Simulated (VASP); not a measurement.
# C (R-3m) in VASP: a series of runs

Runs on C. Level: PBEsol. Tasks: single point.

Everything below comes from runs of VASP 6.6.1. Logs are shortened: lines on timing, memory, paths and dates and some standing lists are left out, and cuts for length are marked.

### Step 1. The cell of the first run

The structure is trigonal, space group R-3m (No. 166). The conventional cell has a = 2.456 Å, b = 2.456 Å, c = 10.041 Å, α = 90.00°, β = 90.00°, γ = 120.00°. C (site symmetry 3m) has 3 C at 1.42 Å within 1.9 Å.

### Step 2. Single point, PBEsol

INCAR

```
SYSTEM = C
PREC = Accurate
ENCUT = 600
EDIFF = 1E-6
ISMEAR = -1
SIGMA = 0.1
LREAL = .FALSE.
LASPH = .TRUE.
NELM = 120
ALGO = Normal
ISIF = 2
LWAVE = .FALSE.
LCHARG = .FALSE.
GGA = PS
NBANDS = 11
GGA_COMPAT = .FALSE.
```

KPOINTS

```
Automatic mesh
0
G
  4 4 4
  0 0 0
```

POSCAR

```
C
1.0
    1.2280300000      0.7090034511      3.3470100000
   -1.2280300000      0.7090034511      3.3470100000
    0.0000000000     -1.4180069021      3.3470100000
C
2
Direct
    0.8360000000      0.8360000000      0.8360000000
    0.1640000000      0.1640000000      0.1640000000
```

Potentials or basis: VASP PAW PBE potentials, release 64 (C).

Started as:

```
$ cat potpaw_PBE.64/C/POTCAR > POTCAR
$ mpirun -np 1 vasp_std > vasp.out
```

OUTCAR:

```text
SYSTEM = C
   PREC = Accurate
   ENCUT = 600
   EDIFF = 1E-6
   ISMEAR = -1
   LREAL = .FALSE.
   LASPH = .TRUE.
   NELM = 120
   ISIF = 2
   GGA = PS

 ion  position               nearest neighbor table
   1  0.836  0.836  0.836-   2 1.42   2 1.42   2 1.42
   2  0.164  0.164  0.164-   1 1.42   1 1.42   1 1.42

  LATTYP: Found a trigonal (rhomboedric) cell.
 ALAT       =     3.6349992455
 COS(alpha) =     0.7717350144

  Lattice vectors:

 A1 = (   1.2280300000,   0.7090034511,   3.3470100000)
 A2 = (  -1.2280300000,   0.7090034511,   3.3470100000)
 A3 = (   0.0000000000,  -1.4180069021,   3.3470100000)

Analysis of symmetry for initial positions (statically):
=====================================================================
 Subroutine PRICEL returns:
 Original cell was already a primitive cell.

 Routine SETGRP: Setting up the symmetry group for a
 trigonal (rhombohedral) supercell.

 Subroutine GETGRP returns: Found 12 space group operations
 (whereof 12 operations were pure point group operations)
 out of a pool of 12 trial point group operations.

The static configuration has the point symmetry D_3d.

Analysis of symmetry for dynamics (positions and initial velocities):
=====================================================================
 Subroutine PRICEL returns:
 Original cell was already a primitive cell.

 Routine SETGRP: Setting up the symmetry group for a
 trigonal (rhombohedral) supercell.

 Subroutine GETGRP returns: Found 12 space group operations
 (whereof 12 operations were pure point group operations)
 out of a pool of 12 trial point group operations.

The dynamic configuration has the point symmetry D_3d.

 Subroutine INISYM returns: Found 12 space group operations
 (whereof 12 operations are pure point group operations),
 and found     1 'primitive' translations

----------------------------------------------------------------------------------------

                                     Primitive cell

  volume of cell :      17.4850

  direct lattice vectors                    reciprocal lattice vectors
     1.228030000  0.709003451  3.347010000     0.407156177  0.235071728  0.099591377
    -1.228030000  0.709003451  3.347010000    -0.407156177  0.235071728  0.099591377
     0.000000000 -1.418006902  3.347010000     0.000000000 -0.470143457  0.099591377

  length of vectors
     3.634999245  3.634999245  3.634999245     0.480576021  0.480576021  0.480576021

  position of ions in fractional coordinates (direct lattice)
     0.836000000  0.836000000  0.836000000
     0.164000000  0.164000000  0.164000000

  ion indices of the primitive-cell ions
   primitive index   ion index
                 1           1
                 2           2

----------------------------------------------------------------------------------------

 KPOINTS: Automatic mesh

Automatic generation of k-mesh.
 Grid dimensions read from file:
 generate k-points for:    4    4    4

 Generating k-lattice:

  Cartesian coordinates                     Fractional coordinates (reciprocal lattice)
     0.101789044  0.058767932  0.024897844     0.250000000  0.000000000  0.000000000
    -0.101789044  0.058767932  0.024897844     0.000000000  0.250000000  0.000000000
     0.000000000 -0.117535864  0.024897844     0.000000000  0.000000000  0.250000000

  Length of vectors
     0.120144005  0.120144005  0.120144005

  Shift w.r.t. Gamma in fractional coordinates (k-lattice)
     0.000000000  0.000000000  0.000000000

 Subroutine IBZKPT returns following result:
 ===========================================

 Found     13 irreducible k-points:

 Following reciprocal coordinates:
            Coordinates               Weight
  0.000000  0.000000  0.000000      1.000000
  0.250000  0.000000  0.000000      6.000000
  0.500000  0.000000  0.000000      3.000000
  0.250000  0.250000  0.000000      6.000000
  0.500000  0.250000  0.000000     12.000000
 -0.250000  0.250000  0.000000      6.000000
  0.500000  0.500000  0.000000      3.000000
  0.250000  0.250000  0.250000      2.000000
  0.500000  0.250000  0.250000      6.000000
 -0.250000  0.250000  0.250000      6.000000
  0.500000  0.500000  0.250000      6.000000
 -0.250000  0.500000  0.250000      6.000000
  0.500000  0.500000  0.500000      1.000000
   k-points           NKPTS =     13   k-points in BZ     NKDIM =     13   number of bands    NBANDS=     11
   number of dos      NEDOS =    301   number of ions     NIONS =      2
   total plane-waves  NPLWV =  27000
   dimension x,y,z NGX =    30 NGY =   30 NGZ =   30
   dimension x,y,z NGXF=    60 NGYF=   60 NGZF=   60
   ions per type =               2
   NGX,Y,Z   is equivalent  to a cutoff of  13.72, 13.72, 13.72 a.u.
   NGXF,Y,Z  is equivalent  to a cutoff of  27.44, 27.44, 27.44 a.u.
 SYSTEM =  C
   PREC   = accura    normal or accurate (medium, high low for compatibility)
   ISTART =      0    job   : 0-new  1-cont  2-samecut
   ICHARG =      2    charge: 1-file 2-atom 10-const
   ISPIN  =      1    spin polarized calculation?
   LNONCOLLINEAR =      F non collinear calculations
   LSORBIT =      F    spin-orbit coupling
   LASPH  =      T    aspherical Exc in radial PAW
   ENCUT  =  600.0 eV  44.10 Ry    6.64 a.u.   7.26  7.26  7.26*2*pi/ulx,y,z
   NELM   =    120;   NELMIN=  2; NELMDL= -5     # of ELM steps
   EDIFF  = 0.1E-05   stopping-criterion for ELM
   LREAL  =      F    real-space projection
   EDIFFG = 0.1E-04   stopping-criterion for IOM
   NSW    =      0    number of steps for IOM
   IBRION =     -1    ionic relax: 0-MD 1-quasi-New 2-CG
   NFREE  =      0    steps in history (QN), initial steepest desc. (CG)
   ISIF   =      2    stress and relaxation
   ISYM   =      2    0-nonsym 1-usesym 2-fastsym
   POTIM  = 0.5000    time-step for ionic-motion
   TEBEG  =    0.0;   TEEND  =   0.0 temperature during run
   PSTRESS=    0.0 pullay stress
   NELECT =       8.0000    total number of electrons
   NUPDOWN=      -1.0000    fix difference up-down
   EMIN   =  10.00;   EMAX   =-10.00  energy-range for DOS
   EFERMI =   0.00;   METHOD = LEGACY
   ISMEAR =    -1;   SIGMA  =   0.10  broadening in eV -4-tet -1-fermi 0-gaus
   EFERMI_NEDOS =   21; number of points for ismear=-14 and -15
   IALGO  =     38    algorithm
   IMIX   =      4    mixing-type and parameters
     AMIX     =   0.40;   BMIX     =  1.00
     AMIX_MAG =   1.60;   BMIX_MAG =  1.00
  volume/ion in A,a.u.               =       8.74        59.00
  Fermi-wavevector in a.u.,A,eV,Ry     =   1.261488  2.383866 21.651642  1.591351
  Thomas-Fermi vector in A             =   2.394944
   LORBIT       =      0    0 simple, 1 ext, 2 COOP (PROOUT), +10 PAW based schemes
   GGA     = PS    functional components
   LHFCALC =     F    Hartree Fock is set to
   AEXX    =    0.0000 exact exchange contribution
   IVDW    =     0    specifies the selected vdW correction
   LEPSILON=     F    determine dielectric tensor
   LRPA    =     F    only Hartree local field effects (RPA)
 non-spin polarized calculation
  energy-cutoff  :      600.00
  volume of cell :       17.48
 maximum number of plane-waves:       594
 NGX is ok and might be reduce to    30
   NGX = 15   NGY = 15   NGZ = 15

 number of electron       8.0000000 magnetization

 Free energy of the ion-electron system (eV)
  ---------------------------------------------------
  ext. energy  EPLUGINS =         0.00000000
  ---------------------------------------------------
  free energy    TOTEN  =       -19.29342408 eV

  energy without entropy =      -19.29342404  energy(sigma->0) =      -19.29342406

 E-fermi :   4.4350     XC(G=0): -10.5880

 val. band max:        2.7413963716   @ k =   0.5000   0.0000   0.0000
 cond. band min:       6.0312456152   @ k =   0.5000   0.5000   0.0000
 fundamental gap:      3.2898492436
 Fermi energy:         4.4350439442

 k-point     1 :       0.0000    0.0000    0.0000
  band No.  band energies     occupation
      1     -15.0069      2.00000
      2      -1.9202      2.00000
      3       1.7672      2.00000
      4       1.7672      2.00000
      5       8.6410      0.00000
      6      13.1088      0.00000
      7      13.1088      0.00000
      8      16.2419      0.00000
      9      17.6992      0.00000
     10      27.2573      0.00000
     11      30.3828      0.00000

 k-point     2 :       0.2500    0.0000    0.0000
  band No.  band energies     occupation
      1     -13.4966      2.00000
      2      -2.6701      2.00000
      3      -0.3988      2.00000
      4      -0.2696      2.00000
      5      10.5105      0.00000
      6      12.2530      0.00000
      7      13.0253      0.00000
      8      18.2287      0.00000
      9      20.0713      0.00000
     10      24.3054      0.00000
     11      26.9713      0.00000

 k-point     3 :       0.5000    0.0000    0.0000
  band No.  band energies     occupation
      1      -9.5753      2.00000
      2      -8.6233      2.00000
      3      -1.6507      2.00000
      4       2.7414      2.00000
      5       6.5451      0.00000
      6      12.3920      0.00000
      7      16.7960      0.00000
      8      16.8577      0.00000
      9      22.9896      0.00000
     10      24.0488      0.00000
     11      25.5391      0.00000
[... 113 lines left out ...]
 k-point    12 :      -0.2500    0.5000    0.2500
  band No.  band energies     occupation
      1     -10.4067      2.00000
      2      -5.8037      2.00000
      3      -4.3147      2.00000
      4       1.1877      2.00000
      5       7.8861      0.00000
      6      15.8752      0.00000
      7      16.7507      0.00000
      8      17.6549      0.00000
      9      22.8929      0.00000
     10      23.8477      0.00000
     11      25.6506      0.00000

 k-point    13 :       0.5000    0.5000    0.5000
  band No.  band energies     occupation
      1     -14.6919      2.00000
      2      -3.9725      2.00000
      3       1.7461      2.00000
      4       1.7461      2.00000
      5      13.0686      0.00000
      6      13.0686      0.00000
      7      15.0650      0.00000
      8      16.2944      0.00000
      9      17.4893      0.00000
     10      23.0042      0.00000
     11      26.8523      0.00000

------------------------ aborting loop because EDIFF is reached ----------------------------------------

  FORCE on cell =-STRESS in cart. coord.  units (eV):
  Direction    XX          YY          ZZ          XY          YZ          ZX
  --------------------------------------------------------------------------------------
  -------------------------------------------------------------------------------------
  Total        0.0997761      0.0997761      0.1112718      0.0000000      0.0000000      0.0000000
  in kB        9.1426415      9.1426415     10.1960052      0.0000000      0.0000000      0.0000000
  external PRESSURE =       9.4937627 kB  Pullay stress =       0.0000000 kB

 VOLUME and BASIS-vectors are now :
 -----------------------------------------------------------------------------
  energy-cutoff  :      600.00
  volume of cell :       17.48
      direct lattice vectors                 reciprocal lattice vectors
     1.228030000  0.709003451  3.347010000     0.407156177  0.235071728  0.099591377
    -1.228030000  0.709003451  3.347010000    -0.407156177  0.235071728  0.099591377
     0.000000000 -1.418006902  3.347010000     0.000000000 -0.470143457  0.099591377

 POSITION                                       TOTAL-FORCE (eV/Angst)
 -----------------------------------------------------------------------------------
      0.00000      0.00000      8.39430         0.000000     -0.000000     -0.913788
      0.00000      0.00000      1.64673         0.000000      0.000000      0.913788
 -----------------------------------------------------------------------------------
    total drift:                                0.000000     -0.000000      0.000000

  FREE ENERGIE OF THE ION-ELECTRON SYSTEM (eV)
  ---------------------------------------------------
  free  energy   TOTEN  =       -19.2934240782 eV

  energy  without entropy=      -19.2934240386  energy(sigma->0) =      -19.29342406
```

Run time: 7.4 s. Hardware: 1 thread of Intel Xeon Platinum 8259CL at 2.50GHz (Skylake/Cascade Lake), shared host; peak memory 0.15 GiB.

What came out:

```
Free energy   : -19.2934 eV
Pressure      : 0.9 GPa
Largest force : 0.914 eV/Å
```

Forces in eV/Å, atoms in the order of the input:
```
C    0.000  0.000 -0.914
C    0.000  0.000  0.914
```

Caveat: the k points lie up to 0.75 Å⁻¹ apart; this functional lacks dispersion, which binds the layers, so the pressure and a relaxed spacing across them are unreliable; the PAW data sets were made with another functional, which shifts forces and pressure a little.

(Part 1 of 2 ends here.)
